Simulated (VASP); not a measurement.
# CuO (P6_3/mmc) in VASP: a series of runs

Aim: see how the results for CuO move with the level of theory and the settings. Levels: PBEsol, LDA. Tasks: single point.

Program: VASP 6.6.1. These are calculated values, not measurements. Logs are shortened: lines on timing, memory, paths and dates and some standing lists are left out, and cuts for length are marked.

### 1 The cell of the first run

It takes space group P6_3/mmc (No. 194, hexagonal). Conventional cell: a = 2.813 Å, b = 2.813 Å, c = 4.952 Å, α = 90.00°, β = 90.00°, γ = 120.00°. Cu (site symmetry -3m) has 6 O at 2.04 Å and 2 Cu at 2.48 Å within 2.7 Å. Within 2.7 Å of O (site symmetry -6m2) lie 6 Cu at 2.04 Å.

### 2 Single point, PBEsol

Input file INCAR:

```
ALGO = Normal
EDIFF = 1E-6
ENCUT = 820
GGA = PS
GGA_COMPAT = F
ISIF = 2
ISMEAR = -1
LASPH = T
LCHARG = T
LELF = T
LREAL = F
LVHAR = T
LWAVE = F
NBANDS = 33
NELM = 120
PREC = Accurate
SIGMA = 0.05
```

Input file KPOINTS:

```
k-points
0
Gamma
  10 10 6
```

Input file POSCAR:

```
CuO
1.0
    2.8128956639      0.0000000000      0.0000000000
   -1.4064478320      2.4360391031      0.0000000000
    0.0000000000      0.0000000000      4.9522666161
Cu O
2 2
Direct
    0.0000000000      0.0000000000      0.0000000000
    0.0000000000      0.0000000000      0.5000000000
    0.3333333333      0.6666666667      0.2500000000
    0.6666666667      0.3333333333      0.7500000000
```

Potentials or basis: VASP PAW PBE potentials, release 64 (Cu_sv_GW, O).

Launch:

```bash
$ cat potpaw_PBE.64/Cu_sv_GW/POTCAR potpaw_PBE.64/O/POTCAR > POTCAR
$ mpirun -np 1 vasp_std > vasp.out
```

OUTCAR:

```text
EDIFF = 1E-6
   ENCUT = 820
   GGA = PS
   ISIF = 2
   ISMEAR = -1
   LASPH = T
   LREAL = F
   NELM = 120
   PREC = Accurate

 ion  position               nearest neighbor table
   1  0.000  0.000  0.000-   3 2.04   4 2.04   3 2.04   4 2.04   4 2.04   3 2.04   2 2.48   2 2.48

   2  0.000  0.000  0.500-   3 2.04   4 2.04   3 2.04   4 2.04   4 2.04   3 2.04   1 2.48   1 2.48

   3  0.333  0.667  0.250-   1 2.04   2 2.04   1 2.04   2 2.04   1 2.04   2 2.04
   4  0.667  0.333  0.750-   1 2.04   2 2.04   1 2.04   2 2.04   1 2.04   2 2.04

  LATTYP: Found a hexagonal cell.
 ALAT       =     2.8128956639
 C/A-ratio  =     1.7605582317

  Lattice vectors:

 A1 = (   2.8128956639,   0.0000000000,   0.0000000000)
 A2 = (  -1.4064478320,   2.4360391031,   0.0000000000)
 A3 = (   0.0000000000,   0.0000000000,   4.9522666161)

Analysis of symmetry for initial positions (statically):
=====================================================================
 Subroutine PRICEL returns:
 Original cell was already a primitive cell.

 Routine SETGRP: Setting up the symmetry group for a
 hexagonal supercell.

 Subroutine GETGRP returns: Found 24 space group operations
 (whereof 12 operations were pure point group operations)
 out of a pool of 24 trial point group operations.

The static configuration has the point symmetry D_3d.
 The point group associated with its full space group is D_6h.

Analysis of symmetry for dynamics (positions and initial velocities):
=====================================================================
 Subroutine PRICEL returns:
 Original cell was already a primitive cell.

 Routine SETGRP: Setting up the symmetry group for a
 hexagonal supercell.

 Subroutine GETGRP returns: Found 24 space group operations
 (whereof 12 operations were pure point group operations)
 out of a pool of 24 trial point group operations.

The dynamic configuration has the point symmetry D_3d.
 The point group associated with its full space group is D_6h.

 Subroutine INISYM returns: Found 24 space group operations
 (whereof 12 operations are pure point group operations),
 and found     1 'primitive' translations

----------------------------------------------------------------------------------------

                                     Primitive cell
[... 85 lines left out ...]
 SYSTEM =  unknown system
   PREC   = accura    normal or accurate (medium, high low for compatibility)
   ISTART =      0    job   : 0-new  1-cont  2-samecut
   ICHARG =      2    charge: 1-file 2-atom 10-const
   ISPIN  =      1    spin polarized calculation?
   LNONCOLLINEAR =      F non collinear calculations
   LSORBIT =      F    spin-orbit coupling
   LASPH  =      T    aspherical Exc in radial PAW
   ENCUT  =  820.0 eV  60.27 Ry    7.76 a.u.   6.57  6.57 11.56*2*pi/ulx,y,z
   NELM   =    120;   NELMIN=  2; NELMDL= -5     # of ELM steps
   EDIFF  = 0.1E-05   stopping-criterion for ELM
   LREAL  =      F    real-space projection
   EDIFFG = 0.1E-04   stopping-criterion for IOM
   NSW    =      0    number of steps for IOM
   IBRION =     -1    ionic relax: 0-MD 1-quasi-New 2-CG
   NFREE  =      0    steps in history (QN), initial steepest desc. (CG)
   ISIF   =      2    stress and relaxation
   ISYM   =      2    0-nonsym 1-usesym 2-fastsym
   POTIM  = 0.5000    time-step for ionic-motion
   TEBEG  =    0.0;   TEEND  =   0.0 temperature during run
   PSTRESS=    0.0 pullay stress
   NELECT =      50.0000    total number of electrons
   NUPDOWN=      -1.0000    fix difference up-down
   EMIN   =  10.00;   EMAX   =-10.00  energy-range for DOS
   EFERMI =   0.00;   METHOD = LEGACY
   ISMEAR =    -1;   SIGMA  =   0.05  broadening in eV -4-tet -1-fermi 0-gaus
   EFERMI_NEDOS =   21; number of points for ismear=-14 and -15
   IALGO  =     38    algorithm
   IMIX   =      4    mixing-type and parameters
     AMIX     =   0.40;   BMIX     =  1.00
     AMIX_MAG =   1.60;   BMIX_MAG =  1.00
  volume/ion in A,a.u.               =       8.48        57.25
  Fermi-wavevector in a.u.,A,eV,Ry     =   1.862877  3.520327 47.216448  3.470311
  Thomas-Fermi vector in A             =   2.910355
   LORBIT       =      0    0 simple, 1 ext, 2 COOP (PROOUT), +10 PAW based schemes
   GGA     = PS    functional components
   LHFCALC =     F    Hartree Fock is set to
   AEXX    =    0.0000 exact exchange contribution
   IVDW    =     0    specifies the selected vdW correction
   LEPSILON=     F    determine dielectric tensor
   LRPA    =     F    only Hartree local field effects (RPA)
 non-spin polarized calculation
  energy-cutoff  :      820.00
  volume of cell :       33.93
 maximum number of plane-waves:      1853
 NGX is ok and might be reduce to    28
   NGX = 13   NGY = 13   NGZ = 23

 number of electron      50.0000019 magnetization

 Free energy of the ion-electron system (eV)
  ---------------------------------------------------
  ext. energy  EPLUGINS =         0.00000000
  ---------------------------------------------------
  free energy    TOTEN  =       -20.68408379 eV

  energy without entropy =      -20.65483532  energy(sigma->0) =      -20.66945956

 E-fermi :   7.7646     XC(G=0): -13.7668

 val. band max:        7.7583332218   @ k =   0.5000   0.0000   0.3333
 cond. band min:       7.7675812848   @ k =   0.4000   0.0000   0.3333
 fundamental gap:      0.0092480631
 Fermi energy:         7.7645669442

 k-point     1 :       0.0000    0.0000    0.0000
  band No.  band energies     occupation
      1    -104.5369      2.00000
      2    -104.5286      2.00000
      3     -62.1405      2.00000
      4     -62.0593      2.00000
      5     -62.0593      2.00000
      6     -62.0548      2.00000
[... 853 lines left out ...]
     32      20.0678      0.00000
     33      21.5196      0.00000

 [... further k-points ...]
[... 5 lines left out ...]
  --------------------------------------------------------------------------------------
  -------------------------------------------------------------------------------------
  Total        4.1331581      4.1331581      4.1340269     -0.0000000      0.0000000     -0.0000000
  in kB      195.1419776    195.1419776    195.1829995     -0.0000000      0.0000000     -0.0000000
  external PRESSURE =     195.1556516 kB  Pullay stress =       0.0000000 kB

 VOLUME and BASIS-vectors are now :
 -----------------------------------------------------------------------------
  energy-cutoff  :      820.00
  volume of cell :       33.93
      direct lattice vectors                 reciprocal lattice vectors
     2.812895664  0.000000000  0.000000000     0.355505543  0.205251221  0.000000000
    -1.406447832  2.436039103  0.000000000     0.000000000  0.410502442  0.000000000
     0.000000000  0.000000000  4.952266616     0.000000000  0.000000000  0.201927739

 POSITION                                       TOTAL-FORCE (eV/Angst)
 -----------------------------------------------------------------------------------
      0.00000      0.00000      0.00000        -0.000000      0.000000     -0.000000
      0.00000      0.00000      2.47613         0.000000      0.000000     -0.000000
     -0.00000      1.62403      1.23807        -0.000000      0.000000     -0.000000
      1.40645      0.81201      3.71420         0.000000     -0.000000      0.000000
 -----------------------------------------------------------------------------------
    total drift:                               -0.000000     -0.000000      0.000000

  FREE ENERGIE OF THE ION-ELECTRON SYSTEM (eV)
  ---------------------------------------------------
  free  energy   TOTEN  =       -20.6840837945 eV

  energy  without entropy=      -20.6548353186  energy(sigma->0) =      -20.66945956
```

Run time: 1.8 min. Hardware: 1 thread of Intel Xeon Platinum 8375C at 2.90GHz (Ice Lake), shared host; peak memory 0.27 GiB.

What came out:

- Free energy: -20.6841 eV
- Pressure: 19.5 GPa
- Band gap on the k mesh: zero (bands 25 and 26 overlap by 1.15 eV)

Caveat: the cell stands under pressure; the PAW data sets were made with another functional, which shifts forces and pressure a little; semilocal functionals often make such compounds metallic where correlation or magnetic order opens a gap, which also shifts bond lengths.

### 3 Single point, LDA

This run uses another cell than the first one, of 9.70 Å³/atom.

Input file INCAR:

```
SYSTEM = CuO
ALGO = Normal
EDIFF = 1E-6
ENCUT = 1340
GGA_COMPAT = .FALSE.
ISIF = 2
ISMEAR = -1
LASPH = .TRUE.
LCHARG = .FALSE.
LREAL = .FALSE.
LWAVE = .FALSE.
NBANDS = 33
NELM = 120
PREC = Accurate
SIGMA = 0.05
```

Input file KPOINTS:

```
k-points
0
G
  10 10 6
  0 0 0
```

Input file POSCAR:

```
CuO
1.0
    3.1795331000      0.0000000000      0.0000000000
   -1.5897665500      2.7535564400      0.0000000000
    0.0000000000      0.0000000000      4.4314907300
Cu O
2 2
Direct
    0.0000000000      0.0000000000      0.0000000000
    0.0000000000      0.0000000000      0.5000000000
    0.3333333333      0.6666666667      0.2500000000
    0.6666666667      0.3333333333      0.7500000000
```

Potentials or basis: VASP PAW LDA potentials, release 64 (Cu_sv_GW, O_h).

Launch:

```bash
$ cat potpaw_LDA.64/Cu_sv_GW/POTCAR potpaw_LDA.64/O_h/POTCAR > POTCAR
$ mpirun -np 1 vasp_std > vasp.out
```

OUTCAR:

```text
SYSTEM = CuO
   EDIFF = 1E-6
   ENCUT = 1340
   ISIF = 2
   ISMEAR = -1
   LASPH = .TRUE.
   LREAL = .FALSE.
   NELM = 120
   PREC = Accurate

 ion  position               nearest neighbor table
   1  0.000  0.000  0.000-   2 2.22   2 2.22
   2  0.000  0.000  0.500-   1 2.22   1 2.22
   3  0.333  0.667  0.250-
   4  0.667  0.333  0.750-

  LATTYP: Found a hexagonal cell.
 ALAT       =     3.1795331000
 C/A-ratio  =     1.3937551806

  Lattice vectors:

 A1 = (   3.1795331000,   0.0000000000,   0.0000000000)
 A2 = (  -1.5897665500,   2.7535564400,   0.0000000000)
 A3 = (   0.0000000000,   0.0000000000,   4.4314907300)

Analysis of symmetry for initial positions (statically):
=====================================================================
 Subroutine PRICEL returns:
 Original cell was already a primitive cell.

 Routine SETGRP: Setting up the symmetry group for a
 hexagonal supercell.

 Subroutine GETGRP returns: Found 24 space group operations
 (whereof 12 operations were pure point group operations)
 out of a pool of 24 trial point group operations.

The static configuration has the point symmetry D_3d.
 The point group associated with its full space group is D_6h.

Analysis of symmetry for dynamics (positions and initial velocities):
=====================================================================
 Subroutine PRICEL returns:
 Original cell was already a primitive cell.

 Routine SETGRP: Setting up the symmetry group for a
 hexagonal supercell.

 Subroutine GETGRP returns: Found 24 space group operations
 (whereof 12 operations were pure point group operations)
 out of a pool of 24 trial point group operations.

The dynamic configuration has the point symmetry D_3d.
 The point group associated with its full space group is D_6h.

 Subroutine INISYM returns: Found 24 space group operations
 (whereof 12 operations are pure point group operations),
 and found     1 'primitive' translations

----------------------------------------------------------------------------------------

                                     Primitive cell

  volume of cell :      38.7978

  direct lattice vectors                    reciprocal lattice vectors
     3.179533100  0.000000000  0.000000000     0.314511587  0.181583349  0.000000000
    -1.589766550  2.753556440  0.000000000     0.000000000  0.363166698  0.000000000
     0.000000000  0.000000000  4.431490730     0.000000000  0.000000000  0.225657699

  length of vectors
     3.179533100  3.179533103  4.431490730     0.363166698  0.363166698  0.225657699

  position of ions in fractional coordinates (direct lattice)
     0.000000000  0.000000000  0.000000000
     0.000000000  0.000000000  0.500000000
     0.333333333  0.666666667  0.250000000
     0.666666667  0.333333333  0.750000000

  ion indices of the primitive-cell ions
   primitive index   ion index
                 1           1
                 2           2
                 3           3
                 4           4

----------------------------------------------------------------------------------------

 KPOINTS: k-points

Automatic generation of k-mesh.
 Grid dimensions read from file:
 generate k-points for:   10   10    6

 Generating k-lattice:

  Cartesian coordinates                     Fractional coordinates (reciprocal lattice)
     0.031451159  0.018158335  0.000000000     0.100000000  0.000000000  0.000000000
     0.000000000  0.036316670  0.000000000     0.000000000  0.100000000  0.000000000
     0.000000000  0.000000000  0.037609616     0.000000000  0.000000000  0.166666667

  Length of vectors
     0.036316670  0.036316670  0.037609616

  Shift w.r.t. Gamma in fractional coordinates (k-lattice)
     0.000000000  0.000000000  0.000000000

 Subroutine IBZKPT returns following result:
 ===========================================

 Found     56 irreducible k-points:

 Following reciprocal coordinates:
            Coordinates               Weight
  0.000000  0.000000  0.000000      1.000000
  0.100000  0.000000  0.000000      6.000000
  0.200000  0.000000  0.000000      6.000000
  0.300000  0.000000  0.000000      6.000000
  0.400000  0.000000  0.000000      6.000000
  0.500000  0.000000  0.000000      3.000000
[... 16 lines left out ...]
  0.300000  0.100000  0.166667     24.000000
  0.400000  0.100000  0.166667     24.000000
 [... further k-points ...]
   k-points           NKPTS =     56   k-points in BZ     NKDIM =     56   number of bands    NBANDS=     33
   number of dos      NEDOS =    301   number of ions     NIONS =      4
   total plane-waves  NPLWV =  86400
   dimension x,y,z NGX =    40 NGY =   40 NGZ =   54
   dimension x,y,z NGXF=    80 NGYF=   80 NGZF=  108
   ions per type =               2   2
   NGX,Y,Z   is equivalent  to a cutoff of  20.91, 20.91, 20.26 a.u.
   NGXF,Y,Z  is equivalent  to a cutoff of  41.83, 41.83, 40.52 a.u.
 SYSTEM =  CuO
   PREC   = accura    normal or accurate (medium, high low for compatibility)
   ISTART =      0    job   : 0-new  1-cont  2-samecut
   ICHARG =      2    charge: 1-file 2-atom 10-const
   ISPIN  =      1    spin polarized calculation?
   LNONCOLLINEAR =      F non collinear calculations
   LSORBIT =      F    spin-orbit coupling
   LASPH  =      T    aspherical Exc in radial PAW
   ENCUT  = 1340.0 eV  98.49 Ry    9.92 a.u.   9.49  9.49 13.23*2*pi/ulx,y,z
   NELM   =    120;   NELMIN=  2; NELMDL= -5     # of ELM steps
   EDIFF  = 0.1E-05   stopping-criterion for ELM
   LREAL  =      F    real-space projection
   EDIFFG = 0.1E-04   stopping-criterion for IOM
   NSW    =      0    number of steps for IOM
   IBRION =     -1    ionic relax: 0-MD 1-quasi-New 2-CG
   NFREE  =      0    steps in history (QN), initial steepest desc. (CG)
   ISIF   =      2    stress and relaxation
   ISYM   =      2    0-nonsym 1-usesym 2-fastsym
   POTIM  = 0.5000    time-step for ionic-motion
   TEBEG  =    0.0;   TEEND  =   0.0 temperature during run
   PSTRESS=    0.0 pullay stress
   NELECT =      50.0000    total number of electrons
   NUPDOWN=      -1.0000    fix difference up-down
   EMIN   =  10.00;   EMAX   =-10.00  energy-range for DOS
   EFERMI =   0.00;   METHOD = LEGACY
   ISMEAR =    -1;   SIGMA  =   0.05  broadening in eV -4-tet -1-fermi 0-gaus
   EFERMI_NEDOS =   21; number of points for ismear=-14 and -15
   IALGO  =     38    algorithm
   IMIX   =      4    mixing-type and parameters
     AMIX     =   0.40;   BMIX     =  1.00
     AMIX_MAG =   1.60;   BMIX_MAG =  1.00
  volume/ion in A,a.u.               =       9.70        65.46
  Fermi-wavevector in a.u.,A,eV,Ry     =   1.781541  3.366624 43.183363  3.173888
  Thomas-Fermi vector in A             =   2.846111
   LORBIT       =      0    0 simple, 1 ext, 2 COOP (PROOUT), +10 PAW based schemes
   GGA     = CA    functional components
   LHFCALC =     F    Hartree Fock is set to
   AEXX    =    0.0000 exact exchange contribution
   IVDW    =     0    specifies the selected vdW correction
   LEPSILON=     F    determine dielectric tensor
   LRPA    =     F    only Hartree local field effects (RPA)
 non-spin polarized calculation
  energy-cutoff  :     1340.00
  volume of cell :       38.80
 maximum number of plane-waves:      4365
 NGX is ok and might be reduce to    40
   NGX = 19   NGY = 19   NGZ = 27

 number of electron      49.9999996 magnetization

 Free energy of the ion-electron system (eV)
  ---------------------------------------------------
  ext. energy  EPLUGINS =         0.00000000
  ---------------------------------------------------
  free energy    TOTEN  =       -22.09659016 eV

  energy without entropy =      -22.06897788  energy(sigma->0) =      -22.08278402

 E-fermi :   5.7444     XC(G=0): -13.1760

 val. band max:        5.7311396460   @ k =   0.5000   0.0000   0.3333
 cond. band min:       5.7685703146   @ k =   0.1000   0.0000   0.3333
 fundamental gap:      0.0374306687
 Fermi energy:         5.7444454948

 k-point     1 :       0.0000    0.0000    0.0000
  band No.  band energies     occupation
      1    -105.4581      2.00000
      2    -105.4236      2.00000
      3     -63.6414      2.00000
      4     -63.3816      2.00000
      5     -63.3816      2.00000
      6     -63.3620      2.00000
[... 25 lines left out ...]
     32      23.1161      0.00000
     33      24.0591      0.00000
[... 797 lines left out ...]
      3     -63.6220      2.00000
      4     -63.3853      2.00000
      5     -63.3816      2.00000
      6     -63.3805      2.00000
[... 25 lines left out ...]
     32      18.2491      0.00000
     33      19.1542      0.00000

 [... further k-points ...]
[... 5 lines left out ...]
  --------------------------------------------------------------------------------------
  -------------------------------------------------------------------------------------
  Total       -5.9226786     -5.9226786      4.6902380     -0.0000000      0.0000000      0.0000000
  in kB     -244.5803536   -244.5803542    193.6860260     -0.0000000      0.0000000      0.0000000
  external PRESSURE =     -98.4915606 kB  Pullay stress =       0.0000000 kB

 VOLUME and BASIS-vectors are now :
 -----------------------------------------------------------------------------
  energy-cutoff  :     1340.00
  volume of cell :       38.80
      direct lattice vectors                 reciprocal lattice vectors
     3.179533100  0.000000000  0.000000000     0.314511587  0.181583349  0.000000000
    -1.589766550  2.753556440  0.000000000     0.000000000  0.363166698  0.000000000
     0.000000000  0.000000000  4.431490730     0.000000000  0.000000000  0.225657699

 POSITION                                       TOTAL-FORCE (eV/Angst)
 -----------------------------------------------------------------------------------
      0.00000      0.00000      0.00000         0.000000      0.000000      0.000000
      0.00000      0.00000      2.21575         0.000000      0.000000      0.000000
     -0.00000      1.83570      1.10787        -0.000000     -0.000000     -0.000000
      1.58977      0.91785      3.32362         0.000000      0.000000     -0.000000
 -----------------------------------------------------------------------------------
    total drift:                               -0.000000     -0.000000     -0.000000

  FREE ENERGIE OF THE ION-ELECTRON SYSTEM (eV)
  ---------------------------------------------------
  free  energy   TOTEN  =       -22.0965901558 eV

  energy  without entropy=      -22.0689778805  energy(sigma->0) =      -22.08278402
```

Run time: 3.4 min. Hardware: 1 thread of Intel Xeon 6975P-C (Granite Rapids), shared host; peak memory 0.42 GiB.

What came out:

```yaml
Free_energy: -22.0966 eV
Pressure: -9.8 GPa
Band_gap_on_the_k_mesh: zero (bands 25 and 26 overlap by 1.14 eV)
```

Levels at points of the mesh, in eV from the Fermi level:
| k point | band 23 | band 24 | band 25 | band 26 | band 27 | band 28 |
| --- | --- | --- | --- | --- | --- | --- |
| (0.00, 0.00, 0.00) | -1.45 | -0.10 | 0.60 | 0.60 | 1.38 | 4.92 |
| (0.50, 0.00, 0.00) | -1.47 | -1.24 | 0.37 | 0.49 | 6.53 | 6.65 |
| (0.00, 0.00, 0.50) | -0.15 | -0.15 | -0.15 | -0.15 | 4.12 | 4.12 |
| (0.50, 0.00, 0.50) | -0.56 | -0.56 | -0.54 | -0.54 | 5.76 | 5.76 |

Caveat: the stress differs along the axes, from -24 to 19 GPa; semilocal functionals often make such compounds metallic where correlation or magnetic order opens a gap, which also shifts bond lengths.

The gap in the log of VASP goes by the Fermi energy; the results here count the filled bands.